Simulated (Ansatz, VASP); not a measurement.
B in VASP and in Ansatz

```
B
1.0
     2.24313    0.00000    0.00000
     0.00000    3.88513    0.00000
     0.00000    0.00000    3.53438
B
4
Direct
  0.67000 0.82000 0.70000
  0.33000 0.18000 0.70000
  0.17000 0.68000 0.30000
  0.83000 0.32000 0.30000
```

Alike in both runs: task relaxation of cell and atoms; functional PBE; k mesh 8 × 4 × 6; occupations gaussian, width 0.1 eV; no spin polarisation.

```csv
,VASP,Ansatz
version,VASP 6.6.1,Ansatz 0.2.0
potentials or method,"VASP PAW PBE potentials, release 64 (B), cutoff 600 eV","scalar-relativistic, plane waves, PAW"
valence electrons in the cell,12,12
```

```csv
,VASP,Ansatz,Ansatz less VASP
"gap on the k mesh at the Fermi level, each at its own relaxed structure (eV)",none,none,-
relaxed volume (Å³/atom),7.71,6.68,-1.027
relaxed cell length with the largest relative difference (Å),6.598,5.155,-1.4430
```

A gap of «none» marks a metal or a gap that the smearing closes. One of these differences is far larger than is usual between the two programs; its cause wasn't traced.

The k mesh is coarse, so the values compare programs but aren't converged.
